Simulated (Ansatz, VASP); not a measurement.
One calculation of P, two programs

File INCAR:

```
SYSTEM = P
PREC     = Accurate       ! precision mode
ENCUT    = 520            ! plane-wave cutoff, eV
EDIFF    = 1E-6           ! SCF threshold, eV
ISMEAR   = 0              ! smearing method
SIGMA    = 0.05           ! smearing width, eV
LREAL    = .False.        ! projectors in reciprocal space
LASPH    = .True.         ! aspherical terms in the spheres
NELM     = 100            ! most SCF steps
ALGO     = Normal         ! electronic algorithm
ISIF     = 2              ! what is computed and relaxed
LWAVE    = .False.        ! write WAVECAR
LCHARG   = .False.        ! write CHGCAR
GGA      = PS             ! functional
NBANDS   = 18             ! bands
```

KPOINTS

```
regular mesh
0
Gamma
  10 1 8
  0 0 0
```

The input POSCAR:

```
P
1.0
    3.1810432758      0.0000000000      0.0000000000
    0.0000000000     33.7670274454      0.0000000000
    0.0000000000      0.0000000000      4.9359598279
P
4
Direct
    0.0000000000      0.9702614300      0.5921507200
    0.0000000000      0.0297385700      0.4078492800
    0.5000000000      0.0297385700      0.0921507200
    0.5000000000      0.9702614300      0.9078492800
```

Input for Ansatz:

```yaml
crystal:
  lattice:
    - [3.1810432758, 0.0, 0.0]
    - [0.0, 33.7670274454, 0.0]
    - [0.0, 0.0, 4.9359598279]
  atoms:
    - { symbol: P, position: [0.0, 0.97026143, 0.59215072] }
    - { symbol: P, position: [0.0, 0.02973857, 0.40784928] }
    - { symbol: P, position: [0.5, 0.02973857, 0.09215072] }
    - { symbol: P, position: [0.5, 0.97026143, 0.90784928] }
basis:
  ecutwfc: 420
kpoints:
  mp_grid: { grid: [10, 1, 8] }
hamiltonian:
  xc: pbesol
scf:
  occupations: { method: gaussian, width: 0.05 }
output:
  forces: true
  stress: true
  eigenvalues: true
```

Alike in both runs: task single point; functional PBEsol; k mesh 10 × 1 × 8; occupations gaussian, width 0.05 eV; no spin polarisation.

```csv
,VASP,Ansatz
version,VASP 6.6.1,Ansatz 0.2.0
potentials or method,"VASP PAW PBE potentials, release 64 (P), cutoff 520 eV","scalar-relativistic, plane waves, PAW"
valence electrons in the cell,20,20
```

Ansatz gave:

- gap on the k mesh at the Fermi level (eV): 1.01
- least direct gap on the mesh (eV): 1.39
- rms of the force components (eV/Å): 0.465

Question: What did VASP give for the same quantities?

Answer: gap on the k mesh at the Fermi level (eV): 1.03; least direct gap on the mesh (eV): 1.41; rms of the force components (eV/Å): 0.463.

VASP's potentials were made for PBE, not for PBEsol. Atom by atom the forces differ by 0.012 eV/Å (rms over components).
